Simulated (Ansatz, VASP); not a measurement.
ZnS: VASP beside Ansatz

INCAR

```
PREC = Accurate
ENCUT = 520
EDIFF = 1E-7
ISMEAR = 0
SIGMA = 0.01
LREAL = False
LASPH = True
NELM = 150
ALGO = Normal
ISIF = 2
LWAVE = False
LCHARG = False
LDAU = True
LDAUTYPE = 2
LDAUL = 2 -1
LDAUU = 4.5 0
LDAUJ = 0 0
LDAUPRINT = 1
NBANDS = 36
```

The input KPOINTS:

```
Automatic mesh
0
Gamma
  6 6 6
```

File POSCAR:

```
ZnS
1.0
    1.9030712000      1.0987386700      9.3519478300
   -1.9030712000      1.0987386700      9.3519478300
    0.0000000000     -2.1974773400      9.3519478300
Zn S
3 3
Direct
    0.9999711404      0.9999711404      0.9999711404
    0.2222694100      0.2222694100      0.2222694100
    0.4446134401      0.4446134401      0.4446134401
    0.0832671700      0.0832671700      0.0832671700
    0.5278423001      0.5278423001      0.5278423001
    0.3053625400      0.3053625400      0.3053625400
```

Input for Ansatz:

```yaml
crystal:
  lattice:
    - [1.9030712, 1.09873867, 9.35194783]
    - [-1.9030712, 1.09873867, 9.35194783]
    - [0.0, -2.19747734, 9.35194783]
  atoms:
    - { symbol: Zn, position: [0.9999711404149981, 0.9999711404149981, 0.9999711404149981] }
    - { symbol: Zn, position: [0.22226941001516115, 0.22226941001516115, 0.22226941001516115] }
    - { symbol: Zn, position: [0.4446134401357826, 0.4446134401357826, 0.4446134401357826] }
    - { symbol: S, position: [0.08326717002226904, 0.08326717002226904, 0.08326717002226904] }
    - { symbol: S, position: [0.5278423001353861, 0.5278423001353861, 0.5278423001353861] }
    - { symbol: S, position: [0.3053625400018226, 0.3053625400018226, 0.3053625400018226] }
basis:
  ecutwfc: 450.0
kpoints:
  mp_grid:
    grid: [6, 6, 6]
hamiltonian:
  xc: lda
  hubbard:
    - { species: Zn, l: d, u_eff: 4.5 }
scf:
  occupations:
    method: fixed
output:
  eigenvalues: true
```

Alike in both runs: task single point; functional LDA; k mesh 6 × 6 × 6; no spin polarisation; Hubbard terms Zn d U = 4.5 eV.

|  | VASP | Ansatz |
| --- | --- | --- |
| version | VASP 6.6.1 | Ansatz 0.2.0 |
| potentials or method | VASP PAW LDA potentials, release 64 (Zn, S), cutoff 520 eV | plane waves, PAW |
| occupations | gaussian, width 0.01 eV | fixed |
| valence electrons in the cell | 54 | 54 |

```tsv
	VASP	Ansatz	Ansatz less VASP
gap on the k mesh at the Fermi level (eV)	2.25	2.09	-0.157
```

LDA's correlation is that of Perdew and Zunger in VASP and of Perdew and Wang (1992) in Ansatz. The programs project onto different local orbitals, so the same U acts differently, and such runs can settle in different states.
